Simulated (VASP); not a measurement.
# Al in VASP: further runs

The runs below take Al through single point, relaxation of the atoms, with PBEsol.

All numbers are computed with VASP 6.6.1; they aren't measurements. Logs are shortened: lines on timing, memory, paths and dates and some standing lists are left out, and cuts for length are marked.

## Step 1: The cell of the first run

The cell holds a slab with vacuum, 6 atoms: a = 2.845 Å, b = 2.845 Å, c = 27.635 Å, α = 90.00°, β = 90.00°, γ = 120.00°.

## Step 2: Single point, PBEsol

INCAR reads:

```
SYSTEM = Al
ALGO     = Normal         ! electronic algorithm
DIPOL    = 0.5 0.5 0.500
EDIFF    = 1E-7           ! SCF threshold, eV
ENCUT    = 520            ! plane-wave cutoff, eV
GGA      = PS             ! functional
IDIPOL   = 3            
ISIF     = 2              ! what is computed and relaxed
ISMEAR   = -1             ! smearing method
LASPH    = .TRUE.         ! aspherical terms in the spheres
LCHARG   = .FALSE.        ! write CHGCAR
LDIPOL   = .TRUE.       
LREAL    = .FALSE.        ! projectors in reciprocal space
LWAVE    = .FALSE.        ! write WAVECAR
NBANDS   = 18             ! bands
NELM     = 80             ! most SCF steps
PREC     = Accurate       ! precision mode
SIGMA    = 0.1            ! smearing width, eV
```

KPOINTS reads:

```
k-points
0
G
  13 13 1
  0 0 0
```

POSCAR reads:

```
Al
1.0
    2.8454993653      0.0000000000      0.0000000000
   -1.4227496826      2.4642747368      0.0000000000
    0.0000000000      0.0000000000     27.6351000000
Al
6
Direct
    0.8333333330      0.1666666670      0.2894867110
    0.1666666670      0.8333333330      0.3736920266
    0.8333333330      0.1666666670      0.4578973422
    0.1666666670      0.8333333330      0.5421026578
    0.8333333330      0.1666666670      0.6263079734
    0.1666666670      0.8333333330      0.7105132890
```

Potentials or basis: VASP PAW PBE potentials, release 64 (Al).

Launch:

```console
> cat potpaw_PBE.64/Al/POTCAR > POTCAR
> mpirun -np 1 vasp_std > vasp.out
```

OUTCAR:

```text
SYSTEM = Al
   EDIFF = 1E-7
   ENCUT = 520
   GGA = PS
   ISIF = 2
   ISMEAR = -1
   LASPH = .TRUE.
   LREAL = .FALSE.
   NELM = 80
   PREC = Accurate

 ion  position               nearest neighbor table
   1  0.833  0.167  0.289-   2 2.85   2 2.85   2 2.85
   2  0.167  0.833  0.374-   1 2.85   3 2.85   1 2.85   3 2.85   1 2.85   3 2.85
   3  0.833  0.167  0.458-   2 2.85   4 2.85   2 2.85   4 2.85   2 2.85   4 2.85
   4  0.167  0.833  0.542-   3 2.85   5 2.85   3 2.85   5 2.85   3 2.85   5 2.85
   5  0.833  0.167  0.626-   6 2.85   4 2.85   6 2.85   4 2.85   6 2.85   4 2.85
   6  0.167  0.833  0.711-   5 2.85   5 2.85   5 2.85

  LATTYP: Found a hexagonal cell.
 ALAT       =     2.8454993653
 C/A-ratio  =     9.7118629992

  Lattice vectors:

 A1 = (   2.8454993653,   0.0000000000,   0.0000000000)
 A2 = (  -1.4227496826,   2.4642747368,   0.0000000000)
 A3 = (   0.0000000000,   0.0000000000,  27.6351000000)

Analysis of symmetry for initial positions (statically):
=====================================================================
 Subroutine PRICEL returns:
 Original cell was already a primitive cell.

 Routine SETGRP: Setting up the symmetry group for a
 hexagonal supercell.

 Subroutine GETGRP returns: Found 12 space group operations
 (whereof  4 operations were pure point group operations)
 out of a pool of 24 trial point group operations.

The static configuration has the point symmetry C_2h.
 The point group associated with its full space group is D_3d.

Analysis of symmetry for dynamics (positions and initial velocities):
=====================================================================
 Subroutine PRICEL returns:
 Original cell was already a primitive cell.

 Routine SETGRP: Setting up the symmetry group for a
 hexagonal supercell.

 Subroutine GETGRP returns: Found 12 space group operations
 (whereof  4 operations were pure point group operations)
 out of a pool of 24 trial point group operations.

The dynamic configuration has the point symmetry C_2h.
 The point group associated with its full space group is D_3d.

 Subroutine INISYM returns: Found 12 space group operations
 (whereof  4 operations are pure point group operations),
 and found     1 'primitive' translations

----------------------------------------------------------------------------------------

                                     Primitive cell

  volume of cell :     193.7799

  direct lattice vectors                    reciprocal lattice vectors
     2.845499365  0.000000000  0.000000000     0.351432164  0.202899455  0.000000000
    -1.422749683  2.464274737  0.000000000     0.000000000  0.405798909  0.000000000
     0.000000000  0.000000000 27.635100000     0.000000000  0.000000000  0.036185865

  length of vectors
     2.845499365  2.845499365 27.635100000     0.405798909  0.405798909  0.036185865

  position of ions in fractional coordinates (direct lattice)
     0.833333333  0.166666667  0.289486711
     0.166666667  0.833333333  0.373692027
     0.833333333  0.166666667  0.457897342
     0.166666667  0.833333333  0.542102658
     0.833333333  0.166666667  0.626307973
     0.166666667  0.833333333  0.710513289

  ion indices of the primitive-cell ions
   primitive index   ion index
                 1           1
                 2           2
                 3           3
                 4           4
                 5           5
                 6           6

----------------------------------------------------------------------------------------

 KPOINTS: k-points

Automatic generation of k-mesh.
 Grid dimensions read from file:
 generate k-points for:   13   13    1

 Generating k-lattice:

  Cartesian coordinates                     Fractional coordinates (reciprocal lattice)
     0.027033243  0.015607650  0.000000000     0.076923077 -0.000000000  0.000000000
     0.000000000  0.031215301  0.000000000     0.000000000  0.076923077  0.000000000
     0.000000000  0.000000000  0.036185865     0.000000000  0.000000000  1.000000000

  Length of vectors
     0.031215301  0.031215301  0.036185865

  Shift w.r.t. Gamma in fractional coordinates (k-lattice)
     0.000000000  0.000000000  0.000000000

 Subroutine IBZKPT returns following result:
 ===========================================

 Found     21 irreducible k-points:

 Following reciprocal coordinates:
            Coordinates               Weight
  0.000000  0.000000  0.000000      1.000000
  0.076923  0.000000  0.000000      6.000000
  0.153846  0.000000  0.000000      6.000000
  0.230769  0.000000  0.000000      6.000000
  0.307692  0.000000  0.000000      6.000000
  0.384615  0.000000  0.000000      6.000000
[... 13 lines left out ...]
  0.384615  0.230769  0.000000      6.000000
  0.307692  0.307692  0.000000      6.000000
   k-points           NKPTS =     21   k-points in BZ     NKDIM =     21   number of bands    NBANDS=     18
   number of dos      NEDOS =    301   number of ions     NIONS =      6
   total plane-waves  NPLWV = 120960
   dimension x,y,z NGX =    24 NGY =   24 NGZ =  210
   dimension x,y,z NGXF=    48 NGYF=   48 NGZF=  420
   ions per type =               6
   NGX,Y,Z   is equivalent  to a cutoff of  14.02, 14.02, 12.63 a.u.
   NGXF,Y,Z  is equivalent  to a cutoff of  28.04, 28.04, 25.27 a.u.
 SYSTEM =  Al
   PREC   = accura    normal or accurate (medium, high low for compatibility)
   ISTART =      0    job   : 0-new  1-cont  2-samecut
   ICHARG =      2    charge: 1-file 2-atom 10-const
   ISPIN  =      1    spin polarized calculation?
   LNONCOLLINEAR =      F non collinear calculations
   LSORBIT =      F    spin-orbit coupling
   LASPH  =      T    aspherical Exc in radial PAW
   ENCUT  =  520.0 eV  38.22 Ry    6.18 a.u.   5.29  5.29 51.38*2*pi/ulx,y,z
   NELM   =     80;   NELMIN=  2; NELMDL= -5     # of ELM steps
   EDIFF  = 0.1E-06   stopping-criterion for ELM
   LREAL  =      F    real-space projection
   EDIFFG = 0.1E-05   stopping-criterion for IOM
   NSW    =      0    number of steps for IOM
   IBRION =     -1    ionic relax: 0-MD 1-quasi-New 2-CG
   NFREE  =      0    steps in history (QN), initial steepest desc. (CG)
   ISIF   =      2    stress and relaxation
   ISYM   =      2    0-nonsym 1-usesym 2-fastsym
   POTIM  = 0.5000    time-step for ionic-motion
   TEBEG  =    0.0;   TEEND  =   0.0 temperature during run
   PSTRESS=    0.0 pullay stress
   NELECT =      18.0000    total number of electrons
   NUPDOWN=      -1.0000    fix difference up-down
   EMIN   =  10.00;   EMAX   =-10.00  energy-range for DOS
   EFERMI =   0.00;   METHOD = LEGACY
   ISMEAR =    -1;   SIGMA  =   0.10  broadening in eV -4-tet -1-fermi 0-gaus
   EFERMI_NEDOS =   21; number of points for ismear=-14 and -15
   IALGO  =     38    algorithm
   IMIX   =      4    mixing-type and parameters
     AMIX     =   0.40;   BMIX     =  1.00
     AMIX_MAG =   1.60;   BMIX_MAG =  1.00
  volume/ion in A,a.u.               =      32.30       217.95
  Fermi-wavevector in a.u.,A,eV,Ry     =   0.741417  1.401076  7.479119  0.549700
  Thomas-Fermi vector in A             =   1.836053
   LORBIT       =      0    0 simple, 1 ext, 2 COOP (PROOUT), +10 PAW based schemes
   GGA     = PS    functional components
   LHFCALC =     F    Hartree Fock is set to
   AEXX    =    0.0000 exact exchange contribution
   IVDW    =     0    specifies the selected vdW correction
   LEPSILON=     F    determine dielectric tensor
   LRPA    =     F    only Hartree local field effects (RPA)
 non-spin polarized calculation
  energy-cutoff  :      520.00
  volume of cell :      193.78
 maximum number of plane-waves:      5257
 NGX is ok and might be reduce to    24
   NGX = 11   NGY = 11   NGZ =103

 dipolmoment           0.000000      0.000000     -0.000000 electrons x Angstroem

 number of electron      18.0000000 magnetization

 dipolmoment           0.000000      0.000000      0.000000 electrons x Angstroem

 Free energy of the ion-electron system (eV)
  ---------------------------------------------------
  ext. energy  EPLUGINS =         0.00000000
  ---------------------------------------------------
  free energy    TOTEN  =       -23.57458939 eV

  energy without entropy =      -23.46031124  energy(sigma->0) =      -23.51745032

 E-fermi :   2.0793     XC(G=0):  -5.8613

 val. band max:        2.0650998659   @ k =   0.2308   0.2308   0.0000
 cond. band min:       2.0805321139   @ k =   0.3077   0.2308   0.0000
 fundamental gap:      0.0154322480
 Fermi energy:         2.0792644083

 k-point     1 :       0.0000    0.0000    0.0000
  band No.  band energies     occupation
      1      -8.9463      2.00000
      2      -8.4532      2.00000
      3      -7.6335      2.00000
      4      -6.5165      2.00000
      5      -5.1040      2.00000
      6      -3.4139      2.00000
[... 10 lines left out ...]
     17      10.7244      0.00000
     18      12.8987      0.00000

 k-point     2 :       0.0769    0.0000    0.0000
  band No.  band energies     occupation
      1      -8.8023      2.00000
      2      -8.3097      2.00000
      3      -7.4907      2.00000
      4      -6.3745      2.00000
      5      -4.9629      2.00000
      6      -3.2729      2.00000
[... 10 lines left out ...]
     17      10.6693      0.00000
     18      10.9179      0.00000

 k-point     3 :       0.1538    0.0000    0.0000
  band No.  band energies     occupation
      1      -8.3714      2.00000
      2      -7.8800      2.00000
      3      -7.0630      2.00000
      4      -5.9495      2.00000
      5      -4.5409      2.00000
      6      -2.8517      2.00000
[... 10 lines left out ...]
     17       8.9696      0.00000
     18       9.1491      0.00000

 k-point     4 :       0.2308    0.0000    0.0000
  band No.  band energies     occupation
      1      -7.6562      2.00000
      2      -7.1670      2.00000
      3      -6.3534      2.00000
      4      -5.2445      2.00000
      5      -3.8413      2.00000
      6      -2.1565      2.00000
[... 10 lines left out ...]
     17       7.9833      0.00000
     18       8.4266      0.00000

 k-point     5 :       0.3077    0.0000    0.0000
  band No.  band energies     occupation
      1      -6.6614      2.00000
      2      -6.1752      2.00000
      3      -5.3666      2.00000
      4      -4.2647      2.00000
      5      -2.8718      2.00000
      6      -1.2073      2.00000
[... 10 lines left out ...]
     17       7.9582      0.00000
     18       8.6588      0.00000

 k-point     6 :       0.3846    0.0000    0.0000
  band No.  band energies     occupation
      1      -5.3936      2.00000
      2      -4.9115      2.00000
      3      -4.1103      2.00000
      4      -3.0214      2.00000
      5      -1.6609      2.00000
      6      -0.3871      2.00000
[... 244 lines left out ...]
 k-point    18 :       0.2308    0.2308    0.0000
  band No.  band energies     occupation
      1      -5.1131      2.00000
      2      -4.6320      2.00000
      3      -3.8323      2.00000
      4      -2.7448      2.00000
      5      -1.3792      2.00000
      6       0.1736      2.00000
[... 10 lines left out ...]
     17       5.4259      0.00000
     18       5.8030      0.00000

 k-point    19 :       0.3077    0.2308    0.0000
  band No.  band energies     occupation
      1      -3.7229      2.00000
      2      -3.2478      2.00000
      3      -2.4607      2.00000
      4      -1.4041      2.00000
      5      -0.2418      2.00000
      6      -0.2260      2.00000
[... 10 lines left out ...]
     17       5.0015      0.00000
     18       5.3087      0.00000

 k-point    20 :       0.3846    0.2308    0.0000
  band No.  band energies     occupation
      1      -2.1563      2.00000
      2      -2.0032      2.00000
      3      -1.6939      2.00000
      4      -1.5601      2.00000
      5      -0.9243      2.00000
      6      -0.8233      2.00000
[... 10 lines left out ...]
     17       4.6736      0.00000
     18       4.8561      0.00000

 k-point    21 :       0.3077    0.3077    0.0000
  band No.  band energies     occupation
      1      -2.2173      2.00000
      2      -1.7549      2.00000
      3      -1.0093      2.00000
      4      -0.5780      2.00000
      5      -0.3654      2.00000
      6      -0.1269      2.00000
[... 10 lines left out ...]
     17       4.7825      0.00000
     18       4.8262      0.00000

------------------------ aborting loop because EDIFF is reached ----------------------------------------

 vacuum level on the upper side and lower side of the slab       (xc-potential included)        -0.097        -0.097

  FORCE on cell =-STRESS in cart. coord.  units (eV):
  Direction    XX          YY          ZZ          XY          YZ          ZX
  --------------------------------------------------------------------------------------
  -------------------------------------------------------------------------------------
  Total       -1.6752579     -1.6752579      0.8406788     -0.0000000      0.0000000      0.0000000
  in kB      -13.8510788    -13.8510788      6.9507553     -0.0000000      0.0000000      0.0000000
  external PRESSURE =      -6.9171341 kB  Pullay stress =       0.0000000 kB

 VOLUME and BASIS-vectors are now :
 -----------------------------------------------------------------------------
  energy-cutoff  :      520.00
  volume of cell :      193.78
      direct lattice vectors                 reciprocal lattice vectors
     2.845499365  0.000000000  0.000000000     0.351432164  0.202899455  0.000000000
    -1.422749683  2.464274737  0.000000000     0.000000000  0.405798909  0.000000000
     0.000000000  0.000000000 27.635100000     0.000000000  0.000000000  0.036185865

 POSITION                                       TOTAL-FORCE (eV/Angst)
 -----------------------------------------------------------------------------------
      2.13412      0.41071      7.99999        -0.000000     -0.000000     -0.096160
     -0.71137      2.05356     10.32702        -0.000000     -0.000000      0.038014
      2.13412      0.41071     12.65404         0.000000     -0.000000      0.004233
     -0.71137      2.05356     14.98106        -0.000000      0.000000     -0.004233
      2.13412      0.41071     17.30808        -0.000000      0.000000     -0.038014
     -0.71137      2.05356     19.63511        -0.000000      0.000000      0.096160
 -----------------------------------------------------------------------------------
    total drift:                                0.000000      0.000000      0.000000

  FREE ENERGIE OF THE ION-ELECTRON SYSTEM (eV)
  ---------------------------------------------------
  free  energy   TOTEN  =       -23.5745893922 eV

  energy  without entropy=      -23.4603112423  energy(sigma->0) =      -23.51745032

 vacuum level on the upper side and lower side of the slab         6.145         6.145
```

Run time: 3 min. Hardware: 1 thread of Intel Xeon Platinum 8375C at 2.90GHz (Ice Lake), shared host; peak memory 0.33 GiB.

Results:

```yaml
Free_energy: -23.5746 eV
Largest_force: 0.096 eV/Å
Band_gap_on_the_k_mesh: zero (band 9 reaches 3.98 eV, above the bottom of band 10 at 0.89 eV)
```

Forces in eV/Å, atoms in the order of the input:
```
Al   0.000  0.000 -0.096
Al   0.000  0.000  0.038
Al   0.000  0.000  0.004
Al   0.000  0.000 -0.004
Al   0.000  0.000 -0.038
Al   0.000  0.000  0.096
```

Levels at points of the mesh, in eV from the Fermi level:
| k point | band 4 | band 5 | band 6 | band 7 | band 8 | band 9 | band 10 | band 11 | band 12 | band 13 |
| --- | --- | --- | --- | --- | --- | --- | --- | --- | --- | --- |
| (0.00, 0.00, 0.00) | -8.60 | -7.18 | -5.49 | -3.77 | -1.68 | 0.43 | 2.36 | 3.58 | 4.42 | 4.55 |

Caveat: the PAW data sets were made with another functional, which shifts forces and pressure a little.

(Part 1 of 2 ends here.)
